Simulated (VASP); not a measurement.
Wanted: the native input for a VASP 6.6.1 run.

```
Task                   : electric field gradients
Functional             : LDA
Potentials or basis    : VASP PAW LDA potentials, release 64 (Zr_sv, Ag)
Cutoff                 : 520 eV
k mesh                 : 7 × 7 × 8
Occupations            : fermi-dirac, width 0.05 eV
Spin                   : no spin polarisation
Dipole correction      : no
Further INCAR settings : ALGO = Normal; EDIFF = 1e-08; NBANDS = 32
```

The structure of Zr3Ag lies in POSCAR:

```
Zr3Ag
1.0
    4.5660000000      0.0000000000      0.0000000000
    0.0000000000      4.5660000000      0.0000000000
    0.0000000000      0.0000000000      4.0258600000
Zr Ag
3 1
Direct
    0.5000000000      0.5000000000      0.0000000000
    0.0000000000      0.5000000000      0.5000000000
    0.5000000000      0.0000000000      0.5000000000
    0.0000000000      0.0000000000      0.0000000000
```

This cell differs from its parent crystal: zz strain of +1 %.

One way to write it, as run:

INCAR

```
SYSTEM = Zr3Ag
PREC = Accurate
ENCUT = 520
EDIFF = 1E-8
ISMEAR = -1
SIGMA = 0.05
LREAL = .False.
LASPH = .True.
NELM = 80
ALGO = Normal
ISIF = 2
LWAVE = .False.
LCHARG = .False.
GGA = CA
LEFG = .True.
NBANDS = 32
```

KPOINTS

```
Automatic mesh
0
Gamma
  7 7 8
  0 0 0
```

Potentials or basis: VASP PAW LDA potentials, release 64 (Zr_sv, Ag).

Run with:

```console
$ cat potpaw_LDA.64/Zr_sv/POTCAR potpaw_LDA.64/Ag/POTCAR > POTCAR
$ mpirun -np 1 vasp_std > vasp.out
```

Results of the run:

```json
{
 "Pressure": "-5.7 GPa",
 "Band gap on the k mesh": "zero (an odd number of electrons rules out a gap without spin polarisation)",
 "Largest electric field gradient by atom": "Zr -11.1, +36.3 (each value once); Ag +4.4 V/Å²"
}
```

Caveat: the cell differs from its parent crystal (zz strain of +1 %); the cell stands under tension; without QUAD_EFG the Cq values of the log hold for a quadrupole moment of 1 mb, not for the nuclei.

Run time: 69 s on 1 thread of Intel(R) Xeon(R) Platinum 8559C (Emerald Rapids), on a shared host, peak memory 0.23 GiB.
